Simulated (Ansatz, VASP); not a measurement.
One calculation of Ta, two programs

```
CELL_PARAMETERS angstrom
-1.64509 1.65128 1.64509
1.65747 -1.65128 1.65747
1.64509 1.65128 -1.64509
ATOMIC_POSITIONS crystal
Ta 0.00000 0.00000 0.00000
```

Change from the starting cell: strain +0.0075 x Voigt [0, 0, 0, 0, 1, 0], atoms carried along.

Alike in both runs: task single point; functional PBEsol; k mesh 20 × 20 × 20; occupations gaussian, width 0.15 eV; no spin polarisation.

```csv
,VASP,Ansatz
version,VASP 6.6.1,Ansatz 0.2.0
potentials or method,"VASP PAW PBE potentials, release 64 (Ta_pv), cutoff 520 eV","scalar-relativistic, plane waves, PAW"
valence electrons in the cell,11,13
```

```tsv
	VASP	Ansatz	Ansatz less VASP
gap on the k mesh at the Fermi level (eV)	none	none	-
pressure (GPa)	-3.6	-3.8	-0.13
traceless stress, the component that is largest in VASP (GPa)	-0.58	-0.57	+0.004
```

VASP's potentials were made for PBE, not for PBEsol. A gap of «none» marks a metal or a gap that the smearing closes. With one functional, cell and mesh, what is left measures potentials, basis and numerics. VASP's potentials hold 11 valence electrons a cell and Ansatz's 13, so a difference there can come from the potentials and not from the codes.

Spin-orbit coupling is off throughout.
